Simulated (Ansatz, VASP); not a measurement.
**C in VASP and in Ansatz**

Contents of INCAR:

```
  ALGO = Normal
  EDIFF = 1E-8
  ENCUT = 520
  GGA = CA
  ISIF = 2
  ISMEAR = -1
  LASPH = True
  LCHARG = False
  LEFG = True
  LREAL = False
  LWAVE = False
  NBANDS = 11
  NELM = 80
  PREC = Accurate
  SIGMA = 0.08
```

File KPOINTS:

```
k-points
0
Gamma
  20 20 20
```

File POSCAR:

```
C
1.0
    0.0000000000      1.7774354070      1.7774354070
    1.7774354070      0.0000000000      1.7774354070
    1.7774354070      1.7774354070      0.0000000000
C
2
Direct
    0.5000000000      0.5000000000      0.5000000000
    0.7500000000      0.7500000000      0.7500000000
```

Input for Ansatz:

```yaml
crystal:
  lattice:
    - [0.0, 1.777435407, 1.777435407]
    - [1.777435407, 0.0, 1.777435407]
    - [1.777435407, 1.777435407, 0.0]
  atoms:
    - { symbol: C, position: [0.5, 0.5, 0.5] }
    - { symbol: C, position: [0.75, 0.75, 0.75] }
kpoints:
  mp_grid: { grid: [20, 20, 20] }
scf:
  occupations: { method: fermi_dirac, width: 0.08 }
hamiltonian:
  xc: lda
  pseudopotentials: { kind: all_electron, datasets: crystal }
output:
  forces: true
  stress: true
  eigenvalues: true
  efg: { contact_densities: true }
```

Change from the starting cell: volume scaled by 0.99, crystal datasets.

Alike in both runs: task electric field gradients; functional LDA; k mesh 20 × 20 × 20; occupations fermi-dirac, width 0.08 eV; no spin polarisation.

```csv
,VASP,Ansatz
version,VASP 6.6.1,Ansatz 0.2.0
potentials or method,"VASP PAW LDA potentials, release 64 (C), cutoff 520 eV","all-electron PAW with datasets made for the crystal, scalar-relativistic"
```

```csv
,VASP,Ansatz,Ansatz less VASP
gap on the k mesh at the Fermi level (eV),4.13,4.13,+0.006
pressure (GPa),-7.3,-8.7,-1.40
```

LDA's correlation is that of Perdew and Zunger in VASP and of Perdew and Wang (1992) in Ansatz. Ansatz ran all-electron here, and VASP with PAW potentials.
